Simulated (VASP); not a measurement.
Set up this calculation in VASP 6.6.1, as the native input.

* Task: single point
* Functional: PBE
* Potentials or basis: VASP PAW PBE potentials, release 64 (Te)
* Cutoff: 520 eV
* k mesh: 6 × 6 × 4
* Occupations: fermi-dirac, width 0.02 eV
* Spin: non-collinear spin, zero start, spin-orbit coupling
* Starting moments: [[0.0, 0.0, 0.0], [0.0, 0.0, 0.0], [0.0, 0.0, 0.0]] μB
* Dipole correction: no
* Further INCAR settings: ALGO = Normal; EDIFF = 1e-06; NBANDS = 31

The structure of Te lies in POSCAR:

```
Te
1.0
    4.4712579917      0.0000000000      0.0000000000
   -2.2356289959      3.8722230077      0.0000000000
    0.0000000000      0.0000000000      5.9487466911
Te
3
Direct
    0.2641920560      0.0000000000      0.3333333333
    0.0000000000      0.2641920560      0.6666666667
    0.7358079440      0.7358079440      0.0000000000
```

The input as run:

INCAR

```
PREC = Accurate
ENCUT = 520
EDIFF = 1E-6
ISMEAR = -1
SIGMA = 0.02
LREAL = False
LASPH = True
NELM = 150
ALGO = Normal
ISIF = 2
LWAVE = False
LCHARG = False
LNONCOLLINEAR = True
MAGMOM = 0 0 0 0 0 0 0 0 0
LORBIT = 11
LSORBIT = True
GGA_COMPAT = False
LORBMOM = True
GGA = PE
NBANDS = 31
```

KPOINTS

```
Automatic mesh
0
Gamma
  6 6 4
```

Potentials or basis: VASP PAW PBE potentials, release 64 (Te).

Run with:

```console
$ cat potpaw_PBE.64/Te/POTCAR > POTCAR
$ mpirun -np 1 vasp_ncl > vasp.out
```

Results of the run:

```
Pressure                                              : 1.7 GPa
Largest force                                         : 0.264 eV/Å
Net moment                                            : 0.00 μB per cell
Valence electrons inside the program's atomic spheres : Te 3.30
```

Wall time 2.7 min on 1 thread of AMD EPYC 7R13 Processor (Zen 3), on a shared host, peak memory 0.51 GiB.
